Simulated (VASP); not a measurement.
Input of a VASP 6.6.1 run:

File INCAR:

```
SYSTEM = C
  PREC = Accurate
  ENCUT = 600
  EDIFF = 1E-6
  ISMEAR = 0
  SIGMA = 0.01
  LREAL = .FALSE.
  LASPH = .TRUE.
  NELM = 200
  ALGO = Normal
  ISIF = 2
  LWAVE = .FALSE.
  LCHARG = .FALSE.
  MAGMOM = 0 0 0 0 0 0 0 0 0 0 0 0
  LORBIT = 11
  LSORBIT = .TRUE.
  GGA_COMPAT = .FALSE.
  LORBMOM = .TRUE.
  GGA = PS
  NBANDS = 30
```

The input KPOINTS:

```
Automatic mesh
0
G
  9 9 6
  0 0 0
```

Contents of POSCAR:

```
C
1.0
    2.4990941175      0.0000000000      0.0000000000
   -1.2495470588      2.1642789922      0.0000000000
    0.0000000000      0.0000000000      4.1189829197
C
4
Direct
    0.3333333333      0.6666666667     -0.0002589785
    0.6666666667      0.3333333333      0.4997410215
    0.3333333333      0.6666666667      0.3742589785
    0.6666666667      0.3333333333      0.8742589785
```

Potentials or basis: VASP PAW PBE potentials, release 64 (C).

The run is started by

```sh
$ cat potpaw_PBE.64/C/POTCAR > POTCAR
$ mpirun -np 1 vasp_ncl > vasp.out
```

(1) Predict the pressure.

(2) What does it give for the net moment?

Results:

(1) 5.1 GPa.

(2) 0.00 μB per cell.

Caveat: the stress differs along the axes, from 1 to 14 GPa; the PAW data sets were made with another functional, which shifts forces and pressure a little.
